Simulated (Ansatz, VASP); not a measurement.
**One calculation of Hf, two programs**

```
CELL_PARAMETERS angstrom
-1.79896 1.79896 1.79896
1.79896 -1.79896 1.79896
1.79896 1.79896 -1.79896
ATOMIC_POSITIONS crystal
Hf 0.00000 0.00000 0.00000
```

Change from the starting cell: volume scaled by 0.99.

Alike in both runs: task single point; functional PBE; k mesh 14 × 14 × 14; occupations fermi-dirac, width 0.05 eV; no spin polarisation.

|  | VASP | Ansatz |
| --- | --- | --- |
| version | VASP 6.6.1 | Ansatz 0.2.0 |
| potentials or method | VASP PAW PBE potentials, release 64 (Hf_pv), cutoff 520 eV | all-electron LAPW, scalar-relativistic |

```csv
,VASP,Ansatz,Ansatz less VASP
pressure (GPa),-4.4,-4.0,+0.37
```

Ansatz ran all-electron here, and VASP with PAW potentials.

Neither program's run includes spin-orbit coupling.
